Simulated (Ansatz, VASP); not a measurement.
## Two plane-wave programs on ZnS

INCAR

```
ALGO = Normal
EDIFF = 1E-6
ENCUT = 520
GGA = PS
ISIF = 2
ISMEAR = 0
LASPH = T
LCHARG = F
LREAL = F
LWAVE = F
NBANDS = 36
NELM = 80
PREC = Accurate
SIGMA = 0.01
```

Contents of KPOINTS:

```
k-points
0
Gamma
  2 2 2
```

POSCAR

```
ZnS
1.0
    1.9030712000      1.0987386700      9.3519478300
   -1.9030712000      1.0987386700      9.3519478300
    0.0000000000     -2.1974773400      9.3519478300
Zn S
3 3
Direct
    0.9999711400      0.9999711400      0.9999711400
    0.2222694100      0.2222694100      0.2222694100
    0.4446134400      0.4446134400      0.4446134400
    0.0832671700      0.0832671700      0.0832671700
    0.5278423000      0.5278423000      0.5278423000
    0.3053625400      0.3053625400      0.3053625400
```

Input for Ansatz:

```yaml
crystal:
  lattice:
    - [1.9030712, 1.09873867, 9.35194783]
    - [-1.9030712, 1.09873867, 9.35194783]
    - [0.0, -2.19747734, 9.35194783]
  atoms:
    - { symbol: Zn, position: [0.99997114, 0.99997114, 0.99997114] }
    - { symbol: Zn, position: [0.22226941, 0.22226941, 0.22226941] }
    - { symbol: Zn, position: [0.44461344, 0.44461344, 0.44461344] }
    - { symbol: S, position: [0.08326717, 0.08326717, 0.08326717] }
    - { symbol: S, position: [0.5278423, 0.5278423, 0.5278423] }
    - { symbol: S, position: [0.30536254, 0.30536254, 0.30536254] }
basis:
  ecutwfc: 420.0
kpoints:
  mp_grid:
    grid: [2, 2, 2]
hamiltonian:
  xc: pbesol
scf:
  occupations:
    method: fixed
output:
  stress: true
```

Alike in both runs: task single point; functional PBEsol; k mesh 2 × 2 × 2; no spin polarisation.

|  | VASP | Ansatz |
| --- | --- | --- |
| version | VASP 6.6.1 | Ansatz 0.2.0 |
| potentials or method | VASP PAW PBE potentials, release 64 (Zn, S), cutoff 520 eV | plane waves, PAW |
| occupations | gaussian, width 0.01 eV | fixed |
| valence electrons in the cell | 54 | 54 |

```tsv
	VASP	Ansatz	Ansatz less VASP
pressure (GPa)	2.0	1.7	-0.22
traceless stress, the component that is largest in VASP (GPa)	-4.69	-4.69	-0.003
```

VASP's potentials were made for PBE, not for PBEsol.

The k mesh is coarse, so the values compare programs but aren't converged.
